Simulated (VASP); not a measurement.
Write the native input for VASP 6.6.1 that does the following.

```yaml
Task: single point
Functional: PBE
Potentials_or_basis: VASP PAW PBE potentials, release 64 (Ge_d, Pt, N)
Cutoff: 520 eV
k_mesh: 10 × 10 × 4
Occupations: gaussian, width 0.1 eV
Spin: no spin polarisation
Dipole_correction: no
Further_INCAR_settings: ALGO = Normal; EDIFF = 1e-07; NBANDS = 31
```

The structure of GePtN4 lies in POSCAR:

```
GePtN4
1.0
    3.7108971252      0.0000000000      0.0000000000
    0.0000000000      3.7108971252      0.0000000000
    0.0000000000      0.0000000000      9.4487444648
Ge Pt N
1 1 4
Direct
    0.5000000000      0.5000000000      0.5000000000
    0.0000000000      0.0000000000      0.0000000000
    0.5000000000      0.0000000000      0.0000000000
    0.0000000000      0.5000000000      0.0000000000
    0.0000000000      0.0000000000      0.4367968655
    0.0000000000      0.0000000000      0.5632031345
```

The input as run:

INCAR

```
SYSTEM = GePtN4
ALGO     = Normal         ! electronic algorithm
EDIFF    = 1E-7           ! SCF threshold, eV
ENCUT    = 520            ! plane-wave cutoff, eV
GGA      = PE             ! functional
ISIF     = 2              ! what is computed and relaxed
ISMEAR   = 0              ! smearing method
LASPH    = .TRUE.         ! aspherical terms in the spheres
LCHARG   = .TRUE.         ! write CHGCAR
LELF     = .TRUE.         ! ELF
LREAL    = .FALSE.        ! projectors in reciprocal space
LVHAR    = .TRUE.       
LWAVE    = .FALSE.        ! write WAVECAR
NBANDS   = 31             ! bands
NELM     = 80             ! most SCF steps
PREC     = Accurate       ! precision mode
SIGMA    = 0.1            ! smearing width, eV
```

KPOINTS

```
k-points
0
G
  10 10 4
  0 0 0
```

Potentials or basis: VASP PAW PBE potentials, release 64 (Ge_d, Pt, N).

The run is started by

```sh
$ cat potpaw_PBE.64/Ge_d/POTCAR potpaw_PBE.64/Pt/POTCAR potpaw_PBE.64/N/POTCAR > POTCAR
$ mpirun -np 1 vasp_std > vasp.out
```

Results of the run:

```json
{
  "Pressure": "0.1 GPa",
  "Largest force": "0.495 eV/Å",
  "Band gap on the k mesh": "zero (bands 22 and 23 overlap by 1.46 eV)"
}
```

Caveat: the standard files for N, O and F lose accuracy on very short bonds; spin-orbit coupling is left out, which moves the levels of the heavy elements.

Wall time 6.9 min on 1 thread of Intel Xeon 8259CL (shared host), peak memory 0.39 GiB.
